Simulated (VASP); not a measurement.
## GaAs: relaxation of cell and atoms with PBEsol

GaAs:

```
CELL_PARAMETERS angstrom
0.00000 2.82685 2.82685
2.82685 0.00000 2.82685
2.82685 2.82685 0.00000
ATOMIC_POSITIONS crystal
Ga 0.00000 0.00000 0.00000
As 0.25000 0.25000 0.25000
```

- Program: VASP 6.6.1
- Task: relaxation of cell and atoms
- Functional: PBEsol
- Potentials or basis: VASP PAW PBE potentials, release 64 (Ga_d, As)
- Cutoff: 600 eV
- k mesh: 8 × 8 × 8
- Occupations: methfessel-paxton, width 0.0654 eV
- Spin: no spin polarisation
- Dipole correction: no
- Further INCAR settings: ALGO = Normal; EDIFF = 1e-06; IBRION = 2; EDIFFG = -0.01; NSW = 80; ISIF = 3

- Relaxed volume: 22.69 Å³/atom
- Relaxed cell: a = 4.004 Å, b = 4.004 Å, c = 4.004 Å, α = 60.00°, β = 60.00°, γ = 60.00°
- Space group after relaxing (to 0.1 Å): F-43m (No. 216)
- Energy gained by relaxing: 0.1 meV/atom
- Ionic steps: 3
- Pressure after relaxing: 0.0 GPa
- Band gap on the k mesh: 0.42 eV

The path:
```
step  energy change (eV)  largest force (eV/Å)  pressure (GPa)  volume (Å³)
   1              0.0000                0.0000            0.31        45.18
   2             -0.0002                0.0000           -0.17        45.47
   3             -0.0002                0.0000            0.01        45.39
```

Final structure:
```cif
data_structure
_symmetry_space_group_name_H-M 'P 1'
_symmetry_Int_Tables_number 1
_cell_length_a 4.0039
_cell_length_b 4.0039
_cell_length_c 4.0039
_cell_angle_alpha 60.000
_cell_angle_beta 60.000
_cell_angle_gamma 60.000
_cell_volume 45.39
loop_
_atom_site_label
_atom_site_type_symbol
_atom_site_fract_x
_atom_site_fract_y
_atom_site_fract_z
_atom_site_occupancy
Ga1 Ga 0.00000 0.00000 0.00000 1
As1 As 0.25000 0.25000 0.25000 1
```

Levels at points of the mesh, in eV from the valence-band top:
```
           k point  band 7  band 8  band 9  band 10  band 11  band 12
(0.00, 0.00, 0.00)    0.00    0.00    0.00     0.42     3.69     3.69
(0.50, 0.00, 0.00)   -6.66   -1.14   -1.14     0.92     4.58     4.58
(0.50, 0.50, 0.00)   -6.83   -2.68   -2.68     1.36     1.57    10.09
```

Wall time 20 s on 1 thread of Intel(R) Xeon(R) 6975P-C (Granite Rapids), with other jobs on the host, peak memory 0.19 GiB.

Caveat: the PAW data sets were made with another functional, which shifts forces and pressure a little. Expect the measured gap to be larger: semilocal functionals such as PBEsol lack the derivative discontinuity.
